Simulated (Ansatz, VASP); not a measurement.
**One calculation of Be, two programs**

INCAR

```
PREC = Accurate
ENCUT = 600
EDIFF = 1E-6
ISMEAR = 0
SIGMA = 0.1
LREAL = False
LASPH = True
NELM = 120
ALGO = Normal
ISIF = 2
LWAVE = False
LCHARG = False
GGA = PE
NBANDS = 9
GGA_COMPAT = False
```

File KPOINTS:

```
regular mesh
0
Gamma
  9 9 6
```

POSCAR

```
Be
1.0
    2.2638933596      0.0000000000      0.0000000000
   -1.1319466798      1.9605891609      0.0000000000
    0.0000000000      0.0000000000      3.5500712201
Be
2
Direct
    0.3333333333      0.6666666667      0.2500000000
    0.6666666667      0.3333333333      0.7500000000
```

Input for Ansatz:

```yaml
crystal:
  lattice:
    - [2.2638933596, 0.0, 0.0]
    - [-1.1319466798, 1.9605891609, 0.0]
    - [0.0, 0.0, 3.5500712201]
  atoms:
    - { symbol: Be, position: [0.3333333333, 0.6666666667, 0.25] }
    - { symbol: Be, position: [0.6666666667, 0.3333333333, 0.75] }
basis:
  ecutwfc: 420
kpoints:
  mp_grid: { grid: [9, 9, 6] }
hamiltonian:
  xc: pbe
scf:
  occupations: { method: gaussian, width: 0.1 }
  lower_state_search: "off"
output:
  forces: true
  stress: true
  eigenvalues: true
```

Change from the starting cell: the structure that the rattled omega type (P6/mmm, No. 191) fell into.

Alike in both runs: task single point; functional PBE; k mesh 9 × 9 × 6; occupations gaussian, width 0.1 eV; no spin polarisation.

|  | VASP | Ansatz |
| --- | --- | --- |
| version | VASP 6.6.1 | Ansatz 0.2.0 |
| potentials or method | VASP PAW PBE potentials, release 64 (Be), cutoff 600 eV | scalar-relativistic, plane waves, PAW |
| valence electrons in the cell | 4 | 4 |

```csv
,VASP,Ansatz,Ansatz less VASP
gap on the k mesh at the Fermi level (eV),none,none,-
pressure (GPa),0.6,0.5,-0.16
"traceless stress, the component that is largest in VASP (GPa)",-1.33,-1.36,-0.032
```

A gap of «none» marks a metal or a gap that the smearing closes. With one functional, cell and mesh, what is left measures potentials, basis and numerics.
